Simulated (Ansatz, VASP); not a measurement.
# One calculation of Zn, two programs

```xyz
1
Lattice="-1.5690 1.5690 1.5690 1.5690 -1.5690 1.5690 1.5690 1.5690 -1.5690" Properties=species:S:1:pos:R:3 pbc="T T T"
Zn    0.0000    0.0000    0.0000
```

Alike in both runs: task single point; functional PBE; k mesh 12 × 12 × 12; occupations gaussian, width 0.022 eV; no spin polarisation.

```csv
,VASP,Ansatz
version,VASP 6.6.1,Ansatz 0.2.0
potentials or method,"VASP PAW PBE potentials, release 64 (Zn)",Ansatz PAW
plane-wave cutoff (eV),520,420
valence electrons in the cell,12,12
```

VASP gave:

- gap on the k mesh at the Fermi level (eV): none
- pressure (GPa): 0.1

Problem. Which values does Ansatz return?

Solution. gap on the k mesh at the Fermi level (eV): none; pressure (GPa): -0.2.

A gap of «none» marks a metal or a gap that the smearing closes.
